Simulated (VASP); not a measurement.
# Cr (Im-3m) in VASP: further runs, part 2 of 2

VASP 6.6.1. Earlier steps stand in the parts before.

## Step 5: Relaxation of cell and atoms, PBE

The input, INCAR:

```
SYSTEM = Cr
PREC     = Accurate       ! precision mode
ENCUT    = 600            ! plane-wave cutoff, eV
EDIFF    = 1E-6           ! SCF threshold, eV
ISMEAR   = 0              ! smearing method
SIGMA    = 0.1            ! smearing width, eV
LREAL    = .FALSE.        ! projectors in reciprocal space
LASPH    = .TRUE.         ! aspherical terms in the spheres
NELM     = 100            ! most SCF steps
ALGO     = Fast           ! electronic algorithm
ISIF     = 3              ! what is computed and relaxed
LWAVE    = .FALSE.        ! write WAVECAR
LCHARG   = .FALSE.        ! write CHGCAR
GGA      = PE             ! functional
IBRION   = 2              ! ionic algorithm
NSW      = 100            ! ionic steps
EDIFFG   = -0.01          ! ionic threshold
```

The input, KPOINTS:

```
regular mesh
0
G
  26 26 26
  0 0 0
```

The input, POSCAR:

```
Cr
1.0
   -1.4248949824      1.4248949824      1.4248949824
    1.4248949824     -1.4248949824      1.4248949824
    1.4248949824      1.4248949824     -1.4248949824
Cr
1
Direct
    0.0000000000      0.0000000000      0.0000000000
```

Potentials or basis: VASP PAW PBE potentials, release 64 (Cr_pv).

Run with:

```console
$ cat potpaw_PBE.64/Cr_pv/POTCAR > POTCAR
$ mpirun -np 1 vasp_std > vasp.out
```

OUTCAR:

```text
SYSTEM = Cr
   PREC = Accurate
   ENCUT = 600
   EDIFF = 1E-6
   ISMEAR = 0
   LREAL = .FALSE.
   LASPH = .TRUE.
   NELM = 100
   ISIF = 3
   GGA = PE
   IBRION = 2
   NSW = 100
   EDIFFG = -0.01

 ion  position               nearest neighbor table
   1  0.000  0.000  0.000-

  LATTYP: Found a body centered cubic cell.
 ALAT       =     2.8497899648

  Lattice vectors:

 A1 = (  -1.4248949824,   1.4248949824,   1.4248949824)
 A2 = (   1.4248949824,  -1.4248949824,   1.4248949824)
 A3 = (   1.4248949824,   1.4248949824,  -1.4248949824)

Analysis of symmetry for initial positions (statically):
=====================================================================
 Subroutine PRICEL returns:
 Original cell was already a primitive cell.

 Routine SETGRP: Setting up the symmetry group for a
 body centered cubic supercell.

 Subroutine GETGRP returns: Found 48 space group operations
 (whereof 48 operations were pure point group operations)
 out of a pool of 48 trial point group operations.

The static configuration has the point symmetry O_h .

Analysis of symmetry for dynamics (positions and initial velocities):
=====================================================================
 Subroutine PRICEL returns:
 Original cell was already a primitive cell.

 Routine SETGRP: Setting up the symmetry group for a
 body centered cubic supercell.

 Subroutine GETGRP returns: Found 48 space group operations
 (whereof 48 operations were pure point group operations)
 out of a pool of 48 trial point group operations.

The dynamic configuration has the point symmetry O_h .

 Subroutine INISYM returns: Found 48 space group operations
 (whereof 48 operations are pure point group operations),
 and found     1 'primitive' translations

----------------------------------------------------------------------------------------

                                     Primitive cell

  volume of cell :      11.5720

  direct lattice vectors                    reciprocal lattice vectors
    -1.424894982  1.424894982  1.424894982     0.000000000  0.350903053  0.350903053
     1.424894982 -1.424894982  1.424894982     0.350903053  0.000000000  0.350903053
     1.424894982  1.424894982 -1.424894982     0.350903053  0.350903053  0.000000000

  length of vectors
     2.467990505  2.467990505  2.467990505     0.496251857  0.496251857  0.496251857

  position of ions in fractional coordinates (direct lattice)
     0.000000000  0.000000000  0.000000000

  ion indices of the primitive-cell ions
   primitive index   ion index
                 1           1

----------------------------------------------------------------------------------------

 KPOINTS: regular mesh

Automatic generation of k-mesh.
 Grid dimensions read from file:
 generate k-points for:   26   26   26

[... 46 lines left out ...]
   number of dos      NEDOS =    301   number of ions     NIONS =      1
   total plane-waves  NPLWV =   8000
   dimension x,y,z NGX =    20 NGY =   20 NGZ =   20
   dimension x,y,z NGXF=    40 NGYF=   40 NGZF=   40
   ions per type =               1
   NGX,Y,Z   is equivalent  to a cutoff of  13.47, 13.47, 13.47 a.u.
   NGXF,Y,Z  is equivalent  to a cutoff of  26.94, 26.94, 26.94 a.u.
 SYSTEM =  Cr
   PREC   = accura    normal or accurate (medium, high low for compatibility)
   ISTART =      0    job   : 0-new  1-cont  2-samecut
   ICHARG =      2    charge: 1-file 2-atom 10-const
   ISPIN  =      1    spin polarized calculation?
   LNONCOLLINEAR =      F non collinear calculations
   LSORBIT =      F    spin-orbit coupling
   LASPH  =      T    aspherical Exc in radial PAW
   ENCUT  =  600.0 eV  44.10 Ry    6.64 a.u.   4.93  4.93  4.93*2*pi/ulx,y,z
   NELM   =    100;   NELMIN=  2; NELMDL= -5     # of ELM steps
   EDIFF  = 0.1E-05   stopping-criterion for ELM
   LREAL  =      F    real-space projection
   EDIFFG = -.1E-01   stopping-criterion for IOM
   NSW    =    100    number of steps for IOM
   IBRION =      2    ionic relax: 0-MD 1-quasi-New 2-CG
   NFREE  =      1    steps in history (QN), initial steepest desc. (CG)
   ISIF   =      3    stress and relaxation
   ISYM   =      2    0-nonsym 1-usesym 2-fastsym
   POTIM  = 0.5000    time-step for ionic-motion
   TEBEG  =    0.0;   TEEND  =   0.0 temperature during run
   PSTRESS=    0.0 pullay stress
   NELECT =      12.0000    total number of electrons
   NUPDOWN=      -1.0000    fix difference up-down
   EMIN   =  10.00;   EMAX   =-10.00  energy-range for DOS
   EFERMI =   0.00;   METHOD = LEGACY
   ISMEAR =     0;   SIGMA  =   0.10  broadening in eV -4-tet -1-fermi 0-gaus
   EFERMI_NEDOS =   21; number of points for ismear=-14 and -15
   IALGO  =     68    algorithm
   IMIX   =      4    mixing-type and parameters
     AMIX     =   0.40;   BMIX     =  1.00
     AMIX_MAG =   1.60;   BMIX_MAG =  1.00
  volume/ion in A,a.u.               =      11.57        78.09
  Fermi-wavevector in a.u.,A,eV,Ry     =   1.657038  3.131347 37.358523  2.745774
  Thomas-Fermi vector in A             =   2.744859
   LORBIT       =      0    0 simple, 1 ext, 2 COOP (PROOUT), +10 PAW based schemes
   GGA     = PE    functional components
   LHFCALC =     F    Hartree Fock is set to
   AEXX    =    0.0000 exact exchange contribution
   IVDW    =     0    specifies the selected vdW correction
   LEPSILON=     F    determine dielectric tensor
   LRPA    =     F    only Hartree local field effects (RPA)
 conjugate gradient relaxation of ions
 non-spin polarized calculation
 RMM-DIIS sequential band-by-band and
 Gauss-broadening in eV      SIGMA  =   0.10
  energy-cutoff  :      600.00
  volume of cell :       11.57
 maximum number of plane-waves:       399
   NGX =  9   NGY =  9   NGZ =  9

--------------------------------------- Ionic step        1  -------------------------------------------

 number of electron      11.9999995 magnetization

 Free energy of the ion-electron system (eV)
  ---------------------------------------------------
  ext. energy  EPLUGINS =         0.00000000
  ---------------------------------------------------
  free energy    TOTEN  =        -9.51655304 eV

  energy without entropy =       -9.51246454  energy(sigma->0) =       -9.51450879

------------------------ aborting loop because EDIFF is reached ----------------------------------------

  FORCE on cell =-STRESS in cart. coord.  units (eV):
  Direction    XX          YY          ZZ          XY          YZ          ZX
  --------------------------------------------------------------------------------------
  -------------------------------------------------------------------------------------
  Total       -0.0732584     -0.0732584     -0.0732584     -0.0000000     -0.0000000      0.0000000
  in kB      -10.1428310    -10.1428310    -10.1428310     -0.0000000     -0.0000000      0.0000000
  external PRESSURE =     -10.1428310 kB  Pullay stress =       0.0000000 kB
[... 57 lines left out ...]
--------------------------------------- Ionic step        3  -------------------------------------------

 number of electron      11.9999996 magnetization

 Free energy of the ion-electron system (eV)
  ---------------------------------------------------
  ext. energy  EPLUGINS =         0.00000000
  ---------------------------------------------------
  free energy    TOTEN  =        -9.51669282 eV

  energy without entropy =       -9.51261595  energy(sigma->0) =       -9.51465439

 E-fermi :  10.9938     XC(G=0): -13.6845

 val. band max:       10.9911986605   @ k =  -0.3077   0.3462   0.2692
 cond. band min:      10.9975580817   @ k =  -0.3462   0.4231   0.2692
 fundamental gap:      0.0063594212
 Fermi energy:        10.9938414746

 k-point     1 :       0.0000    0.0000    0.0000
  band No.  band energies     occupation
      1     -31.7255      2.00000
      2     -31.7255      2.00000
      3     -31.7255      2.00000
      4       3.1350      2.00000
      5      10.0851      2.00000
      6      10.0851      2.00000
      7      10.0851      2.00000
      8      12.1437      0.00000
      9      12.1437      0.00000
     10      18.1072      0.00000
[... 287 lines left out ...]
 k-point    24 :       0.3846    0.0385    0.0000
  band No.  band energies     occupation
      1     -32.5651      2.00000
      2     -31.9933      2.00000
      3     -31.7366      2.00000
      4       6.5967      2.00000
      5       8.6646      2.00000
      6      10.9684      1.28055
      7      12.1083      0.00000
      8      12.4991      0.00000
      9      13.5313      0.00000
     10      18.1037      0.00000

 [... further k-points ...]

------------------------ aborting loop because EDIFF is reached ----------------------------------------

  FORCE on cell =-STRESS in cart. coord.  units (eV):
  Direction    XX          YY          ZZ          XY          YZ          ZX
  --------------------------------------------------------------------------------------
  -------------------------------------------------------------------------------------
  Total       -0.0088350     -0.0088350     -0.0088350      0.0000000     -0.0000000      0.0000000
  in kB       -1.2277252     -1.2277252     -1.2277252      0.0000000     -0.0000000      0.0000000
  external PRESSURE =      -1.2277252 kB  Pullay stress =       0.0000000 kB
[... 16 lines left out ...]
  FREE ENERGIE OF THE ION-ELECTRON SYSTEM (eV)
  ---------------------------------------------------
  free  energy   TOTEN  =        -9.5166928211 eV

  energy  without entropy=       -9.5126159539  energy(sigma->0) =       -9.51465439

 reached required accuracy - stopping structural energy minimisation
```

Run time: 1.9 min. Hardware: 1 thread of Intel Xeon Platinum 8259CL at 2.50GHz (Skylake/Cascade Lake), shared host; peak memory 0.19 GiB.

What came out:

```
Free energy                            : -9.5167 eV
Relaxed volume                         : 11.53 Å³/atom
Relaxed cell                           : a = 2.465 Å, b = 2.465 Å, c = 2.465 Å, α = 109.47°, β = 109.47°, γ = 109.47°
Space group after relaxing (to 0.05 Å) : Im-3m (No. 229)
Energy gained by relaxing              : 0.1 meV/atom
Ionic steps                            : 3
Pressure after relaxing                : -0.1 GPa
Band gap on the k mesh                 : zero (band 6 reaches 13.45 eV, above the bottom of band 7 at 10.09 eV)
```

Step by step:
| step | energy change (eV) | largest force (eV/Å) | pressure (GPa) | volume (Å³) |
| --- | --- | --- | --- | --- |
| 1 | 0.0000 | 0.0000 | -1.01 | 11.57 |
| 2 | 0.0003 | 0.0000 | 1.59 | 11.45 |
| 3 | -0.0001 | 0.0000 | -0.12 | 11.53 |

Final structure:
```xyz
1
Lattice="-1.4232 1.4232 1.4232 1.4232 -1.4232 1.4232 1.4232 1.4232 -1.4232" Properties=species:S:1:pos:R:3 pbc="T T T"
Cr    0.0000    0.0000    0.0000
```

Caveat: the run has no spin polarisation, though such a crystal can be magnetic. Spin polarisation is off, so any magnetic state and its effect on volume and gap are missing.

## Step 6: The runs side by side

| task | cell | k mesh | cutoff (eV) | gap on the mesh (eV) | pressure (GPa) | relaxed volume (Å³/atom) |
| --- | --- | --- | --- | --- | --- | --- |
| single point | a = 2.466 Å, angles 109.5°, 1 atom | 28 × 28 × 28 | 520 | none | -0.5 | - |
| relaxation of cell and atoms | relaxed from a = 2.464 Å, angles 109.5°, 1 atom | 28 × 28 × 28 | 600 | none | 0.0 | 11.53 |
| single point | a = 2.467 Å, angles 109.5°, 1 atom | 26 × 26 × 26 | 520 | none | -0.3 | - |
| relaxation of cell and atoms | relaxed from a = 2.468 Å, angles 109.5°, 1 atom | 26 × 26 × 26 | 600 | none | -0.1 | 11.53 |

Alike in all rows: level PBE; potentials or basis VASP PAW PBE potentials, release 64 (Cr_pv); no spin polarisation; smearing gaussian 0.1 eV.

Caveats: the run has no spin polarisation, though such a crystal can be magnetic.

Absolute energies hang on the potentials; compare differences alone.
